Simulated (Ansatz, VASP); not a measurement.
**Au in VASP and in Ansatz**

```
Au
1.0
     2.86080    0.00000    0.00000
    -1.43040    2.47753    0.00000
     0.00000    0.00000    4.81405
Au
2
Direct
  0.33333 0.66667 0.75000
  0.66667 0.33333 0.25000
```

Change from the starting cell: volume scaled by 0.96, crystal datasets.

Alike in both runs: task electric field gradients; functional LDA; k mesh 14 × 14 × 8; occupations fermi-dirac, width 0.03 eV; no spin polarisation.

```csv
,VASP,Ansatz
version,VASP 6.6.1,Ansatz 0.2.0
potentials or method,"VASP PAW LDA potentials, release 64 (Au), cutoff 520 eV","all-electron PAW with datasets made for the crystal, scalar-relativistic"
```

|  | VASP | Ansatz | Ansatz less VASP |
| --- | --- | --- | --- |
| pressure (GPa) | -4.5 | -4.9 | -0.45 |
| traceless stress, the component that is largest in VASP (GPa) | -0.41 | -0.28 | +0.136 |
| size of Vzz on the site where it differs most (V/Å²) | 28.6 | 14.9 | -13.74 |

LDA's correlation is that of Perdew and Zunger in VASP and of Perdew and Wang (1992) in Ansatz. Ansatz ran all-electron here, and VASP with PAW potentials.

Neither program's run includes spin-orbit coupling.
